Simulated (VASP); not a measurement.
# Rh: single point with LDA

Crystal: Rh.

```
Rh
1.0
     2.73098    0.00000    0.00000
    -1.36549    2.36510    0.00000
     0.00000    0.00000    4.42849
Rh
2
Direct
  0.66667 0.33333 0.75000
  0.33333 0.66667 0.25000
```

| Property | Result |
| --- | --- |
| Program | VASP 6.6.1 |
| Task | single point |
| Functional | LDA |
| Potentials or basis | VASP PAW LDA potentials, release 64 (Rh_pv) |
| Cutoff | 520 eV |
| k mesh | 7 × 7 × 4 |
| Occupations | methfessel-paxton, width 0.1 eV |
| Spin | no spin polarisation |
| Dipole correction | no |
| Further INCAR settings | ALGO = Normal; EDIFF = 1e-07; NBANDS = 22 |

The pressure is -19.6 GPa and the band gap on the k mesh is zero (band 15 reaches 11.53 eV, above the bottom of band 16 at 9.54 eV).

Stress tensor (GPa, compression positive):
```
-20.49   0.00   0.00
  0.00 -20.49   0.00
  0.00   0.00 -17.95
```

Levels at points of the mesh, in eV from the Fermi level:
```csv
k point,band 12,band 13,band 14,band 15,band 16,band 17,band 18,band 19
"(0.00, 0.00, 0.00)",-2.48,-2.48,-1.85,-1.85,0.08,0.08,0.66,8.08
"(0.00, 0.00, 0.50)",-3.06,-3.06,-3.06,-0.48,-0.48,-0.48,-0.48,14.56
```

Run time: 22 s on 1 thread of Intel Xeon 8259CL, on a shared host, peak memory 0.13 GiB.

Caveat: the k points lie up to 0.38 Å⁻¹ apart.
